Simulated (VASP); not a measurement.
# GaN (P1) in VASP: single point with PBEsol

Aim: the single point of GaN with PBEsol.

Program: VASP 6.6.1. These are calculated values, not measurements. Logs are shortened: lines on timing, memory, paths and dates and some standing lists are left out, and cuts for length are marked.

## 1. The cell of the first run

The typed cell holds 4 atoms: a = 3.179 Å, b = 3.215 Å, c = 5.165 Å, α = 89.09°, β = 91.19°, γ = 119.82°.

## 2. Single point, PBEsol (atoms moved at random and the cell strained at random)

The input, INCAR:

```
  ALGO = Normal
  EDIFF = 1E-6
  ENCUT = 520
  GGA = PS
  ISIF = 2
  ISMEAR = 0
  LASPH = T
  LCHARG = T
  LELF = T
  LREAL = F
  LVHAR = T
  LWAVE = F
  NBANDS = 26
  NELM = 80
  PREC = Accurate
  SIGMA = 0.05
```

The input, KPOINTS:

```
k-points
0
Gamma
  12 12 6
```

The input, POSCAR:

```
GaN
1.0
    3.1784537602     -0.0052245959     -0.0329138086
   -1.5937515129      2.7916314018      0.0254977596
   -0.0536269953      0.0170092127      5.1648058109
Ga N
2 2
Direct
    0.3321352755      0.6668066441      0.9975648916
    0.6638869600      0.3401412139      0.4945561091
    0.3242561968      0.6628300667      0.3783029805
    0.6797215677      0.3302220753      0.8795760188
```

Potentials or basis: VASP PAW PBE potentials, release 64 (Ga_d, N).

Command:

```console
cat potpaw_PBE.64/Ga_d/POTCAR potpaw_PBE.64/N/POTCAR > POTCAR
mpirun -np 1 vasp_std > vasp.out
```

OUTCAR:

```text
EDIFF = 1E-6
   ENCUT = 520
   GGA = PS
   ISIF = 2
   ISMEAR = 0
   LASPH = T
   LREAL = F
   NELM = 80
   PREC = Accurate

 ion  position               nearest neighbor table
   1  0.332  0.667  0.998-   4 1.89   4 1.95   3 1.97   4 2.00
   2  0.664  0.340  0.495-   3 1.92   3 1.93   3 1.99   4 1.99
   3  0.324  0.663  0.378-   2 1.92   2 1.93   1 1.97   2 1.99
   4  0.680  0.330  0.880-   1 1.89   1 1.95   2 1.99   1 2.00

  LATTYP: Found a triclinic cell.
 ALAT       =     3.2055263372
 B/A-ratio  =     3.8212528586
 C/A-ratio  =     1.0028426038
 COS(alpha) =     0.0020011376
 COS(beta)  =     0.5097535052
 COS(gamma) =     0.7811523376

  Lattice vectors:

 A1 = (   1.5847022473,   2.7864068059,  -0.0074160490)
 A2 = (   9.5799390103,   5.5453552073,  -5.2454655261)
 A3 = (  -1.5937515129,   2.7916314018,   0.0254977596)

Analysis of symmetry for initial positions (statically):
=====================================================================
 Subroutine PRICEL returns:
 Original cell was already a primitive cell.

 Routine SETGRP: Setting up the symmetry group for a
 triclinic supercell.

 Subroutine GETGRP returns: Found  1 space group operations
 (whereof  1 operations were pure point group operations)
 out of a pool of  2 trial point group operations.

The static configuration has the point symmetry C_1 .

Analysis of symmetry for dynamics (positions and initial velocities):
=====================================================================
 Subroutine PRICEL returns:
 Original cell was already a primitive cell.

 Routine SETGRP: Setting up the symmetry group for a
 triclinic supercell.

 Subroutine GETGRP returns: Found  1 space group operations
 (whereof  1 operations were pure point group operations)
 out of a pool of  2 trial point group operations.

The dynamic configuration has the point symmetry C_1 .

 Subroutine INISYM returns: Found  1 space group operations
 (whereof  1 operations are pure point group operations),
 and found     1 'primitive' translations

----------------------------------------------------------------------------------------

                                     Primitive cell

  volume of cell :      45.7793

  direct lattice vectors                    reciprocal lattice vectors
     3.178453760 -0.005224596 -0.032913809     0.314941629  0.179776748  0.002678031
    -1.593751513  2.791631402  0.025497760     0.000577208  0.358553741 -0.001174829
    -0.053626995  0.017009213  5.164805811     0.002004182 -0.000624453  0.193640988

  length of vectors
     3.178628465  3.214638378  5.165112219     0.362650080  0.358556130  0.193652366

  position of ions in fractional coordinates (direct lattice)
     0.332135276  0.666806644  0.997564892
     0.663886960  0.340141214  0.494556109
     0.324256197  0.662830067  0.378302981
     0.679721568  0.330222075  0.879576019

  ion indices of the primitive-cell ions
   primitive index   ion index
                 1           1
                 2           2
                 3           3
                 4           4

----------------------------------------------------------------------------------------

 KPOINTS: k-points

Automatic generation of k-mesh.
 Grid dimensions read from file:
 generate k-points for:   12   12    6

 Generating k-lattice:

  Cartesian coordinates                     Fractional coordinates (reciprocal lattice)
     0.026245136  0.014981396  0.000223169     0.083333333 -0.000000000  0.000000000
     0.000048101  0.029879478 -0.000097902     0.000000000  0.083333333  0.000000000
     0.000334030 -0.000104076  0.032273498     0.000000000  0.000000000  0.166666667

  Length of vectors
     0.030220840  0.029879678  0.032275394

  Shift w.r.t. Gamma in fractional coordinates (k-lattice)
     0.000000000  0.000000000  0.000000000

 Subroutine IBZKPT returns following result:
 ===========================================

 Found    436 irreducible k-points:

 Following reciprocal coordinates:
            Coordinates               Weight
  0.000000  0.000000  0.000000      1.000000
  0.083333  0.000000  0.000000      2.000000
  0.166667 -0.000000  0.000000      2.000000
  0.250000 -0.000000  0.000000      2.000000
  0.333333 -0.000000  0.000000      2.000000
  0.416667  0.000000  0.000000      2.000000
[... 16 lines left out ...]
  0.250000  0.166667 -0.000000      2.000000
  0.333333  0.166667 -0.000000      2.000000
 [... further k-points ...]
   k-points           NKPTS =    436   k-points in BZ     NKDIM =    436   number of bands    NBANDS=     26
   number of dos      NEDOS =    301   number of ions     NIONS =      4
   total plane-waves  NPLWV =  23040
   dimension x,y,z NGX =    24 NGY =   24 NGZ =   40
   dimension x,y,z NGXF=    48 NGYF=   48 NGZF=   80
   ions per type =               2   2
   NGX,Y,Z   is equivalent  to a cutoff of  12.55, 12.41, 12.87 a.u.
   NGXF,Y,Z  is equivalent  to a cutoff of  25.10, 24.82, 25.75 a.u.
 SYSTEM =  unknown system
   PREC   = accura    normal or accurate (medium, high low for compatibility)
   ISTART =      0    job   : 0-new  1-cont  2-samecut
   ICHARG =      2    charge: 1-file 2-atom 10-const
   ISPIN  =      1    spin polarized calculation?
   LNONCOLLINEAR =      F non collinear calculations
   LSORBIT =      F    spin-orbit coupling
   LASPH  =      T    aspherical Exc in radial PAW
   ENCUT  =  520.0 eV  38.22 Ry    6.18 a.u.   5.91  5.98  9.60*2*pi/ulx,y,z
   NELM   =     80;   NELMIN=  2; NELMDL= -5     # of ELM steps
   EDIFF  = 0.1E-05   stopping-criterion for ELM
   LREAL  =      F    real-space projection
   EDIFFG = 0.1E-04   stopping-criterion for IOM
   NSW    =      0    number of steps for IOM
   IBRION =     -1    ionic relax: 0-MD 1-quasi-New 2-CG
   NFREE  =      0    steps in history (QN), initial steepest desc. (CG)
   ISIF   =      2    stress and relaxation
   ISYM   =      2    0-nonsym 1-usesym 2-fastsym
   POTIM  = 0.5000    time-step for ionic-motion
   TEBEG  =    0.0;   TEEND  =   0.0 temperature during run
   PSTRESS=    0.0 pullay stress
   NELECT =      36.0000    total number of electrons
   NUPDOWN=      -1.0000    fix difference up-down
   EMIN   =  10.00;   EMAX   =-10.00  energy-range for DOS
   EFERMI =   0.00;   METHOD = LEGACY
   ISMEAR =     0;   SIGMA  =   0.05  broadening in eV -4-tet -1-fermi 0-gaus
   EFERMI_NEDOS =   21; number of points for ismear=-14 and -15
   IALGO  =     38    algorithm
   IMIX   =      4    mixing-type and parameters
     AMIX     =   0.40;   BMIX     =  1.00
     AMIX_MAG =   1.60;   BMIX_MAG =  1.00
  volume/ion in A,a.u.               =      11.44        77.23
  Fermi-wavevector in a.u.,A,eV,Ry     =   1.511075  2.855518 31.066831  2.283348
  Thomas-Fermi vector in A             =   2.621180
   LORBIT       =      0    0 simple, 1 ext, 2 COOP (PROOUT), +10 PAW based schemes
   GGA     = PS    functional components
   LHFCALC =     F    Hartree Fock is set to
   AEXX    =    0.0000 exact exchange contribution
   IVDW    =     0    specifies the selected vdW correction
   LEPSILON=     F    determine dielectric tensor
   LRPA    =     F    only Hartree local field effects (RPA)
 non-spin polarized calculation
 Gauss-broadening in eV      SIGMA  =   0.05
  energy-cutoff  :      520.00
  volume of cell :       45.78
 maximum number of plane-waves:      1252
   NGX = 11   NGY = 11   NGZ = 19

 number of electron      35.9999994 magnetization

 Free energy of the ion-electron system (eV)
  ---------------------------------------------------
  ext. energy  EPLUGINS =         0.00000000
  ---------------------------------------------------
  free energy    TOTEN  =       -26.21062336 eV

  energy without entropy =      -26.21062336  energy(sigma->0) =      -26.21062336

 E-fermi :   5.5145     XC(G=0): -11.8921

 val. band max:        5.2255053831   @ k =   0.0000   0.0000   0.0000
 cond. band min:       7.0276191122   @ k =   0.0000   0.0000   0.0000
 fundamental gap:      1.8021137291
 Fermi energy:         5.5145152808

 k-point     1 :       0.0000    0.0000    0.0000
  band No.  band energies     occupation
      1     -10.8123      2.00000
      2      -9.8699      2.00000
      3      -8.2423      2.00000
      4      -8.2313      2.00000
      5      -8.2246      2.00000
      6      -8.1680      2.00000
[... 18 lines left out ...]
     25      16.4019      0.00000
     26      17.0550      0.00000

 k-point     2 :       0.0833    0.0000    0.0000
  band No.  band energies     occupation
      1     -10.7409      2.00000
      2      -9.8499      2.00000
      3      -8.2385      2.00000
      4      -8.2217      2.00000
      5      -8.1980      2.00000
      6      -8.1600      2.00000
[... 18 lines left out ...]
     25      16.5331      0.00000
     26      16.7620      0.00000

 k-point     3 :       0.1667   -0.0000    0.0000
  band No.  band energies     occupation
      1     -10.5459      2.00000
      2      -9.8005      2.00000
      3      -8.2094      2.00000
      4      -8.1922      2.00000
      5      -8.1487      2.00000
      6      -8.1212      2.00000
[... 18 lines left out ...]
     25      16.6023      0.00000
     26      17.0433      0.00000

 k-point     4 :       0.2500   -0.0000    0.0000
  band No.  band energies     occupation
      1     -10.2869      2.00000
      2      -9.7455      2.00000
      3      -8.1745      2.00000
      4      -8.1639      2.00000
      5      -8.1017      2.00000
      6      -8.0478      2.00000
[... 18 lines left out ...]
     25      16.4631      0.00000
     26      17.6003      0.00000
[... 496 lines left out ...]
      1     -10.1786      2.00000
      2      -9.7258      2.00000
      3      -8.1863      2.00000
      4      -8.1454      2.00000
      5      -8.0929      2.00000
      6      -8.0437      2.00000
[... 18 lines left out ...]
     25      15.9973      0.00000
     26      18.5247      0.00000

 k-point    23 :       0.2500    0.1667   -0.0000
  band No.  band energies     occupation
      1      -9.9849      2.00000
      2      -9.6952      2.00000
      3      -8.1884      2.00000
      4      -8.1149      2.00000
      5      -8.0614      2.00000
      6      -8.0130      2.00000
[... 18 lines left out ...]
     25      15.9789      0.00000
     26      18.5857      0.00000

 k-point    24 :       0.3333    0.1667   -0.0000
  band No.  band energies     occupation
      1      -9.8621      2.00000
      2      -9.6800      2.00000
      3      -8.1955      2.00000
      4      -8.1071      2.00000
      5      -8.0300      2.00000
      6      -7.9955      2.00000
[... 18 lines left out ...]
     25      16.8810      0.00000
     26      18.3338      0.00000

 [... further k-points ...]

------------------------ aborting loop because EDIFF is reached ----------------------------------------

  FORCE on cell =-STRESS in cart. coord.  units (eV):
  Direction    XX          YY          ZZ          XY          YZ          ZX
  --------------------------------------------------------------------------------------
  -------------------------------------------------------------------------------------
  Total        0.5058022     -1.0375617     -0.2749842      0.6640678     -0.3030572      0.8636862
  in kB       17.7020017    -36.3124516     -9.6238618     23.2409592    -10.6063584     30.2271788
  external PRESSURE =      -9.4114372 kB  Pullay stress =       0.0000000 kB

 VOLUME and BASIS-vectors are now :
 -----------------------------------------------------------------------------
  energy-cutoff  :      520.00
  volume of cell :       45.78
      direct lattice vectors                 reciprocal lattice vectors
     3.178453760 -0.005224596 -0.032913809     0.314941629  0.179776748  0.002678031
    -1.593751513  2.791631402  0.025497760     0.000577208  0.358553741 -0.001174829
    -0.053626995  0.017009213  5.164805811     0.002004182 -0.000624453  0.193640988

 POSITION                                       TOTAL-FORCE (eV/Angst)
 -----------------------------------------------------------------------------------
     -0.06054      1.87671      5.15830         0.692978      0.060570      0.104193
      1.54151      0.95449      2.54111         0.138022     -0.498559      0.484186
     -0.04604      1.85512      1.96009         0.011321      0.492915     -0.201396
      1.58700      0.93327      4.52889        -0.842321     -0.054926     -0.386984
 -----------------------------------------------------------------------------------
    total drift:                                0.000138      0.000248     -0.000759

  FREE ENERGIE OF THE ION-ELECTRON SYSTEM (eV)
  ---------------------------------------------------
  free  energy   TOTEN  =       -26.2106233563 eV

  energy  without entropy=      -26.2106233563  energy(sigma->0) =      -26.21062336
```

Wall time 7.8 min (1 thread of Intel Xeon Platinum 8259CL at 2.50GHz (Skylake/Cascade Lake), shared host); peak memory 0.5 GiB.

Results:

```
Free energy            : -26.2106 eV
Pressure               : -0.9 GPa
Largest force          : 0.929 eV/Å
Band gap on the k mesh : 1.80 eV, direct
```

Forces in eV/Å, atoms in the order of the input:
```
Ga   0.693  0.061  0.104
Ga   0.138 -0.499  0.484
N    0.011  0.493 -0.201
N   -0.842 -0.055 -0.387
```

Stress tensor (GPa, compression positive):
```
 1.77  2.32  3.02
 2.32 -3.63 -1.06
 3.02 -1.06 -0.96
```

Caveat: the cell differs from its parent crystal (atoms moved at random and the cell strained at random); the PAW data sets were made with another functional, which shifts forces and pressure a little.
